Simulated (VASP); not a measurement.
# As (Fm-3m) in VASP: notebook, part 2 of 2

VASP 6.6.1. Earlier steps stand in the parts before.

## (5) Single point, PBE (volume scaled by 0.78)

INCAR reads:

```
SYSTEM = As
  PREC = Accurate
  ENCUT = 520
  EDIFF = 1E-6
  ISMEAR = -1
  SIGMA = 0.05
  LREAL = .False.
  LASPH = .True.
  NELM = 60
  ALGO = Normal
  ISIF = 2
  LWAVE = .False.
  LCHARG = .False.
  GGA = PE
  NBANDS = 8
```

KPOINTS reads:

```
Automatic mesh
0
Gamma
  15 15 15
  0 0 0
```

POSCAR reads:

```
As
1.0
    0.0000000000      1.9608330137      1.9608330137
    1.9608330137      0.0000000000      1.9608330137
    1.9608330137      1.9608330137      0.0000000000
As
1
Direct
    0.0000000000      0.0000000000      0.0000000000
```

Potentials or basis: VASP PAW PBE potentials, release 64 (As).

Started as:

```sh
$ cat potpaw_PBE.64/As/POTCAR > POTCAR
$ mpirun -np 1 vasp_std > vasp.out
```

OUTCAR:

```text
SYSTEM = As
   PREC = Accurate
   ENCUT = 520
   EDIFF = 1E-6
   ISMEAR = -1
   LREAL = .False.
   LASPH = .True.
   NELM = 60
   ISIF = 2
   GGA = PE

 ion  position               nearest neighbor table
   1  0.000  0.000  0.000-

  LATTYP: Found a face centered cubic cell.
 ALAT       =     3.9216660274

  Lattice vectors:

 A1 = (   0.0000000000,   1.9608330137,   1.9608330137)
 A2 = (   1.9608330137,   0.0000000000,   1.9608330137)
 A3 = (   1.9608330137,   1.9608330137,   0.0000000000)

Analysis of symmetry for initial positions (statically):
=====================================================================
 Subroutine PRICEL returns:
 Original cell was already a primitive cell.

 Routine SETGRP: Setting up the symmetry group for a
 face centered cubic supercell.

 Subroutine GETGRP returns: Found 48 space group operations
 (whereof 48 operations were pure point group operations)
 out of a pool of 48 trial point group operations.

The static configuration has the point symmetry O_h .

Analysis of symmetry for dynamics (positions and initial velocities):
=====================================================================
[... 153 lines left out ...]

  energy without entropy =       -3.76661547  energy(sigma->0) =       -3.76889786

 E-fermi :   9.5691     XC(G=0): -11.8356

 val. band max:        9.5356502800   @ k =   0.4667   0.4000   0.0667
 cond. band min:       9.5856465719   @ k =   0.4667   0.2667   0.0667
 fundamental gap:      0.0499962918
 Fermi energy:         9.5691234030

 k-point     1 :       0.0000    0.0000    0.0000
  band No.  band energies     occupation
      1      -8.0388      2.00000
      2      17.3470      0.00000
      3      17.3470      0.00000
      4      17.3470      0.00000
      5      22.8290      0.00000
      6      22.8290      0.00000
      7      22.8290      0.00000
      8      24.9912      0.00000
[... 243 lines left out ...]
 k-point    24 :       0.2000    0.1333    0.0000
  band No.  band energies     occupation
      1      -6.8864      2.00000
      2      12.7330      0.00000
      3      14.3284      0.00000
      4      15.2044      0.00000
      5      19.4312      0.00000
      6      22.0808      0.00000
      7      26.4815      0.00000
      8      26.9965      0.00000

 [... further k-points ...]
[... 5 lines left out ...]
  --------------------------------------------------------------------------------------
  -------------------------------------------------------------------------------------
  Total        3.2062363      3.2062363      3.2062363      0.0000000     -0.0000000      0.0000000
  in kB      340.6859932    340.6859932    340.6859932      0.0000000     -0.0000000      0.0000000
  external PRESSURE =     340.6859932 kB  Pullay stress =       0.0000000 kB

 VOLUME and BASIS-vectors are now :
 -----------------------------------------------------------------------------
  energy-cutoff  :      520.00
  volume of cell :       15.08
      direct lattice vectors                 reciprocal lattice vectors
     0.000000000  1.960833014  1.960833014    -0.254993667  0.254993667  0.254993667
     1.960833014  0.000000000  1.960833014     0.254993667 -0.254993667  0.254993667
     1.960833014  1.960833014  0.000000000     0.254993667  0.254993667 -0.254993667

 POSITION                                       TOTAL-FORCE (eV/Angst)
 -----------------------------------------------------------------------------------
      0.00000      0.00000      0.00000         0.000000      0.000000      0.000000
 -----------------------------------------------------------------------------------
    total drift:                               -0.000000     -0.000000     -0.000000

  FREE ENERGIE OF THE ION-ELECTRON SYSTEM (eV)
  ---------------------------------------------------
  free  energy   TOTEN  =        -3.7711802432 eV

  energy  without entropy=       -3.7666154719  energy(sigma->0) =       -3.76889786
```

OSZICAR:

```text
N       E                     dE             d eps       ncg     rms          rms(c)
DAV:   1     0.238506560864E+01    0.23851E+01   -0.22315E+03  1936   0.486E+02
DAV:   2    -0.373625321556E+01   -0.61213E+01   -0.58546E+01  2696   0.499E+01
DAV:   3    -0.377982158421E+01   -0.43568E-01   -0.43449E-01  2264   0.451E+00
DAV:   4    -0.377983679682E+01   -0.15213E-04   -0.15213E-04  2928   0.951E-02
DAV:   5    -0.377983679927E+01   -0.24523E-08   -0.22807E-08  2256   0.740E-04    0.302E+00
DAV:   6    -0.377430592634E+01    0.55309E-02   -0.60508E-04  2400   0.145E-01    0.179E+00
DAV:   7    -0.377117705619E+01    0.31289E-02   -0.14309E-03  2168   0.221E-01    0.322E-02
DAV:   8    -0.377118060734E+01   -0.35511E-05   -0.16558E-05  2848   0.372E-02    0.904E-03
DAV:   9    -0.377118024319E+01    0.36415E-06   -0.39880E-07  2008   0.525E-03
   1 F= -.37711802E+01 E0= -.37688979E+01  d E =-.456477E-02
```

Run time: 7.1 s. Hardware: 1 thread of Intel Xeon Platinum 8259CL at 2.50GHz (Skylake/Cascade Lake), shared host; peak memory 0.14 GiB.

Results:

```
Free energy : -3.7712 eV
Pressure    : 34.1 GPa
```

## (6) Single point, PBE (volume scaled by 0.88)

INCAR reads:

```
SYSTEM = As
ALGO = Normal
EDIFF = 1E-6
ENCUT = 520
GGA = PE
ISIF = 2
ISMEAR = -1
LASPH = .True.
LCHARG = .False.
LREAL = .False.
LWAVE = .False.
NBANDS = 8
NELM = 60
PREC = Accurate
SIGMA = 0.05
```

KPOINTS reads:

```
k-points
0
Gamma
  15 15 15
  0 0 0
```

POSCAR reads:

```
As
1.0
    0.0000000000      2.0412833827      2.0412833827
    2.0412833827      0.0000000000      2.0412833827
    2.0412833827      2.0412833827      0.0000000000
As
1
Direct
    0.0000000000      0.0000000000      0.0000000000
```

Potentials or basis: VASP PAW PBE potentials, release 64 (As).

Started as:

```sh
$ cat potpaw_PBE.64/As/POTCAR > POTCAR
$ mpirun -np 1 vasp_std > vasp.out
```

OUTCAR:

```text
SYSTEM = As
   EDIFF = 1E-6
   ENCUT = 520
   GGA = PE
   ISIF = 2
   ISMEAR = -1
   LASPH = .True.
   LREAL = .False.
   NELM = 60
   PREC = Accurate

 ion  position               nearest neighbor table
   1  0.000  0.000  0.000-

  LATTYP: Found a face centered cubic cell.
 ALAT       =     4.0825667654

  Lattice vectors:

 A1 = (   0.0000000000,   2.0412833827,   2.0412833827)
 A2 = (   2.0412833827,   0.0000000000,   2.0412833827)
 A3 = (   2.0412833827,   2.0412833827,   0.0000000000)

Analysis of symmetry for initial positions (statically):
[... 435 lines left out ...]
      3      12.1561      0.00000
      4      12.7266      0.00000
      5      17.5853      0.00000
      6      20.0734      0.00000
      7      23.7194      0.00000
      8      24.2022      0.00000

 [... further k-points ...]
[... 5 lines left out ...]
  --------------------------------------------------------------------------------------
  -------------------------------------------------------------------------------------
  Total        1.4443619      1.4443619      1.4443619      0.0000000      0.0000000      0.0000000
  in kB      136.0337663    136.0337663    136.0337663      0.0000000      0.0000000      0.0000000
  external PRESSURE =     136.0337663 kB  Pullay stress =       0.0000000 kB

 VOLUME and BASIS-vectors are now :
 -----------------------------------------------------------------------------
  energy-cutoff  :      520.00
  volume of cell :       17.01
      direct lattice vectors                 reciprocal lattice vectors
     0.000000000  2.041283383  2.041283383    -0.244943943  0.244943943  0.244943943
     2.041283383  0.000000000  2.041283383     0.244943943 -0.244943943  0.244943943
     2.041283383  2.041283383  0.000000000     0.244943943  0.244943943 -0.244943943

 POSITION                                       TOTAL-FORCE (eV/Angst)
 -----------------------------------------------------------------------------------
      0.00000      0.00000      0.00000         0.000000      0.000000      0.000000
 -----------------------------------------------------------------------------------
    total drift:                               -0.000000      0.000000     -0.000000

  FREE ENERGIE OF THE ION-ELECTRON SYSTEM (eV)
  ---------------------------------------------------
  free  energy   TOTEN  =        -4.0458987469 eV

  energy  without entropy=       -4.0408169746  energy(sigma->0) =       -4.04335786
```

Wall time 7.2 s (1 thread of Intel Xeon Platinum 8259CL at 2.50GHz (Skylake/Cascade Lake), shared host); peak memory 0.14 GiB.

Results:

| Property | Result |
| --- | --- |
| Free energy | -4.0459 eV |
| Pressure | 13.6 GPa |

## (7) Summary

| cell | gap on the mesh (eV) | pressure (GPa) |
| --- | --- | --- |
| a = 2.649 Å, angles 60.0°, 1 atom | none | 70.8 |
| a = 2.773 Å, angles 60.0°, 1 atom | none | 34.1 |
| a = 2.887 Å, angles 60.0°, 1 atom | none | 13.6 |

Alike in all rows: task single point; level PBE; potentials or basis VASP PAW PBE potentials, release 64 (As); no spin polarisation; k mesh 15 × 15 × 15; cutoff (eV) 520; smearing fermi-dirac 0.05 eV.

Total energies depend on the potentials used, so only differences within one code and one set of settings carry meaning.
